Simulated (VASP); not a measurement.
# Te2Mo (P6_3/mmc) in VASP: relaxation of cell and atoms with PBEsol

Aim: the relaxation of cell and atoms of Te2Mo with PBEsol.

Program: VASP 6.6.1. These are calculated values, not measurements. Logs are shortened: lines on timing, memory, paths and dates and some standing lists are left out, and cuts for length are marked.

### 1 The cell of the first run

It takes space group P6_3/mmc (No. 194, hexagonal). The conventional cell has a = 3.518 Å, b = 3.518 Å, c = 13.974 Å, α = 90.00°, β = 90.00°, γ = 120.00°. Te (site symmetry 3m) has 3 Mo at 2.72 Å and 7 Te at 3.52 to 3.61 Å within 3.7 Å. Within 3.6 Å of Mo (site symmetry -6m2) lie 6 Te at 2.72 Å and 6 Mo at 3.52 Å.

### 2 Relaxation of cell and atoms, PBEsol

INCAR

```
PREC = Accurate
ENCUT = 600
EDIFF = 1E-6
ISMEAR = 0
SIGMA = 0.02
LREAL = F
LASPH = T
NELM = 60
ALGO = Normal
ISIF = 3
LWAVE = F
LCHARG = F
GGA = PS
IBRION = 2
NSW = 100
EDIFFG = -0.005
```

KPOINTS

```
Automatic mesh
0
Gamma
  12 12 2
```

POSCAR

```
Te2Mo
1.0
    3.5181997508      0.0000000000      0.0000000000
   -1.7590998754      3.0468503597      0.0000000000
    0.0000000000      0.0000000000     13.9736000000
Te Mo
4 2
Direct
    0.3333333333      0.6666666667      0.6210000000
    0.6666666667      0.3333333333      0.1210000000
    0.3333333333      0.6666666667      0.8790000000
    0.6666666667      0.3333333333      0.3790000000
    0.3333333333      0.6666666667      0.2500000000
    0.6666666667      0.3333333333      0.7500000000
```

Potentials or basis: VASP PAW PBE potentials, release 64 (Te, Mo_sv).

Run with:

```bash
$ cat potpaw_PBE.64/Te/POTCAR potpaw_PBE.64/Mo_sv/POTCAR > POTCAR
$ mpirun -np 1 vasp_std > vasp.out
```

OUTCAR:

```text
PREC = Accurate
   ENCUT = 600
   EDIFF = 1E-6
   ISMEAR = 0
   LREAL = F
   LASPH = T
   NELM = 60
   ISIF = 3
   GGA = PS
   IBRION = 2
   NSW = 100
   EDIFFG = -0.005

 ion  position               nearest neighbor table
   1  0.333  0.667  0.621-   6 2.72   6 2.72   6 2.72   3 3.61
   2  0.667  0.333  0.121-   5 2.72   5 2.72   5 2.72   4 3.61
   3  0.333  0.667  0.879-   6 2.72   6 2.72   6 2.72   1 3.61
   4  0.667  0.333  0.379-   5 2.72   5 2.72   5 2.72   2 3.61
   5  0.333  0.667  0.250-   2 2.72   4 2.72   2 2.72   4 2.72   2 2.72   4 2.72
   6  0.667  0.333  0.750-   1 2.72   3 2.72   1 2.72   3 2.72   1 2.72   3 2.72

  LATTYP: Found a hexagonal cell.
 ALAT       =     3.5181997508
 C/A-ratio  =     3.9718040446

  Lattice vectors:

 A1 = (   3.5181997508,   0.0000000000,   0.0000000000)
 A2 = (  -1.7590998754,   3.0468503597,   0.0000000000)
 A3 = (   0.0000000000,   0.0000000000,  13.9736000000)

Analysis of symmetry for initial positions (statically):
=====================================================================
 Subroutine PRICEL returns:
 Original cell was already a primitive cell.

 Routine SETGRP: Setting up the symmetry group for a
 hexagonal supercell.

 Subroutine GETGRP returns: Found 24 space group operations
 (whereof 12 operations were pure point group operations)
 out of a pool of 24 trial point group operations.

The static configuration has the point symmetry D_3d.
 The point group associated with its full space group is D_6h.

Analysis of symmetry for dynamics (positions and initial velocities):
=====================================================================
 Subroutine PRICEL returns:
 Original cell was already a primitive cell.

 Routine SETGRP: Setting up the symmetry group for a
 hexagonal supercell.

 Subroutine GETGRP returns: Found 24 space group operations
 (whereof 12 operations were pure point group operations)
 out of a pool of 24 trial point group operations.

The dynamic configuration has the point symmetry D_3d.
 The point group associated with its full space group is D_6h.

 Subroutine INISYM returns: Found 24 space group operations
 (whereof 12 operations are pure point group operations),
 and found     1 'primitive' translations

----------------------------------------------------------------------------------------

                                     Primitive cell

  volume of cell :     149.7890

  direct lattice vectors                    reciprocal lattice vectors
     3.518199751  0.000000000  0.000000000     0.284236277  0.164103891  0.000000000
    -1.759099875  3.046850360  0.000000000     0.000000000  0.328207782  0.000000000
     0.000000000  0.000000000 13.973600000     0.000000000  0.000000000  0.071563520

  length of vectors
     3.518199751  3.518199751 13.973600000     0.328207782  0.328207782  0.071563520

  position of ions in fractional coordinates (direct lattice)
     0.333333333  0.666666667  0.621000000
     0.666666667  0.333333333  0.121000000
     0.333333333  0.666666667  0.879000000
     0.666666667  0.333333333  0.379000000
     0.333333333  0.666666667  0.250000000
     0.666666667  0.333333333  0.750000000

  ion indices of the primitive-cell ions
   primitive index   ion index
                 1           1
                 2           2
                 3           3
                 4           4
                 5           5
                 6           6

----------------------------------------------------------------------------------------

 KPOINTS: Automatic mesh

Automatic generation of k-mesh.
 Grid dimensions read from file:
 generate k-points for:   12   12    2

 Generating k-lattice:

  Cartesian coordinates                     Fractional coordinates (reciprocal lattice)
     0.023686356  0.013675324  0.000000000     0.083333333  0.000000000  0.000000000
     0.000000000  0.027350649  0.000000000     0.000000000  0.083333333  0.000000000
     0.000000000  0.000000000  0.035781760     0.000000000  0.000000000  0.500000000

  Length of vectors
     0.027350649  0.027350649  0.035781760

  Shift w.r.t. Gamma in fractional coordinates (k-lattice)
     0.000000000  0.000000000  0.000000000

 Subroutine IBZKPT returns following result:
 ===========================================

 Found     38 irreducible k-points:

 Following reciprocal coordinates:
            Coordinates               Weight
  0.000000  0.000000  0.000000      1.000000
  0.083333 -0.000000  0.000000      6.000000
  0.166667  0.000000  0.000000      6.000000
  0.250000 -0.000000  0.000000      6.000000
  0.333333 -0.000000  0.000000      6.000000
  0.416667 -0.000000  0.000000      6.000000
[... 16 lines left out ...]
  0.250000 -0.000000  0.500000      6.000000
  0.333333 -0.000000  0.500000      6.000000
 [... further k-points ...]
   k-points           NKPTS =     38   k-points in BZ     NKDIM =     38   number of bands    NBANDS=     31
   number of dos      NEDOS =    301   number of ions     NIONS =      6
   total plane-waves  NPLWV =  87808
   dimension x,y,z NGX =    28 NGY =   28 NGZ =  112
   dimension x,y,z NGXF=    56 NGYF=   56 NGZF=  224
   ions per type =               4   2
   NGX,Y,Z   is equivalent  to a cutoff of  13.23, 13.23, 13.32 a.u.
   NGXF,Y,Z  is equivalent  to a cutoff of  26.46, 26.46, 26.65 a.u.
 SYSTEM =  unknown system
   PREC   = accura    normal or accurate (medium, high low for compatibility)
   ISTART =      0    job   : 0-new  1-cont  2-samecut
   ICHARG =      2    charge: 1-file 2-atom 10-const
   ISPIN  =      1    spin polarized calculation?
   LNONCOLLINEAR =      F non collinear calculations
   LSORBIT =      F    spin-orbit coupling
   LASPH  =      T    aspherical Exc in radial PAW
   ENCUT  =  600.0 eV  44.10 Ry    6.64 a.u.   7.03  7.03 27.91*2*pi/ulx,y,z
   NELM   =     60;   NELMIN=  2; NELMDL= -5     # of ELM steps
   EDIFF  = 0.1E-05   stopping-criterion for ELM
   LREAL  =      F    real-space projection
   EDIFFG = -.5E-02   stopping-criterion for IOM
   NSW    =    100    number of steps for IOM
   IBRION =      2    ionic relax: 0-MD 1-quasi-New 2-CG
   NFREE  =      1    steps in history (QN), initial steepest desc. (CG)
   ISIF   =      3    stress and relaxation
   ISYM   =      2    0-nonsym 1-usesym 2-fastsym
   POTIM  = 0.5000    time-step for ionic-motion
   TEBEG  =    0.0;   TEEND  =   0.0 temperature during run
   PSTRESS=    0.0 pullay stress
   NELECT =      52.0000    total number of electrons
   NUPDOWN=      -1.0000    fix difference up-down
   EMIN   =  10.00;   EMAX   =-10.00  energy-range for DOS
   EFERMI =   0.00;   METHOD = LEGACY
   ISMEAR =     0;   SIGMA  =   0.02  broadening in eV -4-tet -1-fermi 0-gaus
   EFERMI_NEDOS =   21; number of points for ismear=-14 and -15
   IALGO  =     38    algorithm
   IMIX   =      4    mixing-type and parameters
     AMIX     =   0.40;   BMIX     =  1.00
     AMIX_MAG =   1.60;   BMIX_MAG =  1.00
  volume/ion in A,a.u.               =      24.96       168.47
  Fermi-wavevector in a.u.,A,eV,Ry     =   1.150578  2.174277 18.011789  1.323829
  Thomas-Fermi vector in A             =   2.287241
   LORBIT       =      0    0 simple, 1 ext, 2 COOP (PROOUT), +10 PAW based schemes
   GGA     = PS    functional components
   LHFCALC =     F    Hartree Fock is set to
   AEXX    =    0.0000 exact exchange contribution
   IVDW    =     0    specifies the selected vdW correction
   LEPSILON=     F    determine dielectric tensor
   LRPA    =     F    only Hartree local field effects (RPA)
 conjugate gradient relaxation of ions
 non-spin polarized calculation
 Gauss-broadening in eV      SIGMA  =   0.02
  energy-cutoff  :      600.00
  volume of cell :      149.79
 maximum number of plane-waves:      5028
   NGX = 15   NGY = 15   NGZ = 55

--------------------------------------- Ionic step        1  -------------------------------------------

 number of electron      52.0000001 magnetization

 Free energy of the ion-electron system (eV)
  ---------------------------------------------------
  ext. energy  EPLUGINS =         0.00000000
  ---------------------------------------------------
  free energy    TOTEN  =       -39.38870708 eV

  energy without entropy =      -39.38870708  energy(sigma->0) =      -39.38870708

------------------------ aborting loop because EDIFF is reached ----------------------------------------

  FORCE on cell =-STRESS in cart. coord.  units (eV):
  Direction    XX          YY          ZZ          XY          YZ          ZX
  --------------------------------------------------------------------------------------
  -------------------------------------------------------------------------------------
  Total       -1.1694548     -1.1694548     -0.4859343      0.0000000     -0.0000000      0.0000000
  in kB      -12.5087553    -12.5087553     -5.1976642      0.0000000     -0.0000000      0.0000000
  external PRESSURE =     -10.0717250 kB  Pullay stress =       0.0000000 kB
[... 105 lines left out ...]
  energy  without entropy=      -39.3942827755  energy(sigma->0) =      -39.39428278

--------------------------------------- Ionic step        4  -------------------------------------------

 number of electron      52.0000001 magnetization

 Free energy of the ion-electron system (eV)
  ---------------------------------------------------
  ext. energy  EPLUGINS =         0.00000000
  ---------------------------------------------------
  free energy    TOTEN  =       -39.39619120 eV

  energy without entropy =      -39.39619120  energy(sigma->0) =      -39.39619120

 E-fermi :   8.2324     XC(G=0): -10.6389

 val. band max:        8.1268956508   @ k =   0.0000   0.0000   0.0000
 cond. band min:       8.8892777087   @ k =   0.2500   0.1667   0.0000
 fundamental gap:      0.7623820579
 Fermi energy:         8.2324194207

 k-point     1 :       0.0000    0.0000    0.0000
  band No.  band energies     occupation
      1     -52.5428      2.00000
      2     -52.5428      2.00000
      3     -26.7543      2.00000
      4     -26.7542      2.00000
      5     -26.6043      2.00000
      6     -26.6043      2.00000
[... 805 lines left out ...]
     30       9.8122      0.00000
     31      10.9548      0.00000

 [... further k-points ...]

------------------------ aborting loop because EDIFF is reached ----------------------------------------

  FORCE on cell =-STRESS in cart. coord.  units (eV):
  Direction    XX          YY          ZZ          XY          YZ          ZX
  --------------------------------------------------------------------------------------
  -------------------------------------------------------------------------------------
  Total        0.0095336      0.0095336     -0.0083911      0.0000000      0.0000000      0.0000000
  in kB        0.1032147      0.1032147     -0.0908457      0.0000000      0.0000000      0.0000000
  external PRESSURE =       0.0385279 kB  Pullay stress =       0.0000000 kB
[... 21 lines left out ...]
  FREE ENERGIE OF THE ION-ELECTRON SYSTEM (eV)
  ---------------------------------------------------
  free  energy   TOTEN  =       -39.3961912014 eV

  energy  without entropy=      -39.3961912014  energy(sigma->0) =      -39.39619120

 reached required accuracy - stopping structural energy minimisation
```

Wall time 5.9 min (1 thread of Intel Xeon 6975P-C (Granite Rapids), shared host); peak memory 0.41 GiB.

Results:

```
Free energy                           : -39.3962 eV
Relaxed volume                        : 24.66 Å³/atom
Relaxed cell                          : a = 3.494 Å, b = 3.494 Å, c = 14.000 Å, α = 90.00°, β = 90.00°, γ = 120.00°
Space group after relaxing (to 0.1 Å) : P6_3/mmc (No. 194)
Energy gained by relaxing             : 1.2 meV/atom
Ionic steps                           : 4
Pressure after relaxing               : 0.0 GPa
Band gap on the k mesh                : 0.76 eV (least direct gap 1.09 eV)
```

The path:
```csv
step,energy change (eV),largest force (eV/Å),pressure (GPa),volume (Å³)
1,0.0000,0.0618,-1.01,149.79
2,0.0029,0.2512,1.51,146.41
3,-0.0056,0.0758,0.12,148.26
4,-0.0075,0.0002,0.00,147.99
```

Final structure:
```
Te Mo
1.0
     3.49366    0.00000    0.00000
    -1.74683    3.02560    0.00000
     0.00000    0.00000   14.00022
Te Mo
4 2
Direct
  0.33333 0.66667 0.62090
  0.66667 0.33333 0.12090
  0.33333 0.66667 0.87910
  0.66667 0.33333 0.37910
  0.33333 0.66667 0.25000
  0.66667 0.33333 0.75000
```

Caveat: the PAW data sets were made with another functional, which shifts forces and pressure a little; spin-orbit coupling is left out, which moves the levels of the heavy elements; this functional lacks dispersion, which binds the layers, so the pressure and a relaxed spacing across them are unreliable. PBEsol gaps usually lie below the measured ones, often by a third to a half.
